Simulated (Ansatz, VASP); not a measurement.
# Zr in VASP and in Ansatz

```xyz
3
Lattice="4.9923 0.0000 0.0000 -2.4962 4.3235 0.0000 0.0000 0.0000 3.1194" Properties=species:S:1:pos:R:3 pbc="T T T"
Zr    4.9923    0.0000    3.1194
Zr    0.0000    2.8823    1.5597
Zr    2.4962    1.4412    1.5597
```

Alike in both runs: task single point; functional LDA; k mesh 8 × 8 × 12; occupations fermi-dirac, width 0.1 eV; no spin polarisation.

```csv
,VASP,Ansatz
version,VASP 6.6.1,Ansatz 0.2.0
potentials or method,"VASP PAW LDA potentials, release 64 (Zr_sv), cutoff 520 eV","plane waves (420 eV) with PAW, scalar-relativistic"
valence electrons in the cell,36,36
```

|  | VASP | Ansatz | Ansatz less VASP |
| --- | --- | --- | --- |
| pressure (GPa) | -3.8 | -3.9 | -0.10 |

Ansatz warns that its potentials were made for another functional, while VASP's fit it. LDA's correlation is that of Perdew and Zunger in VASP and of Perdew and Wang (1992) in Ansatz.
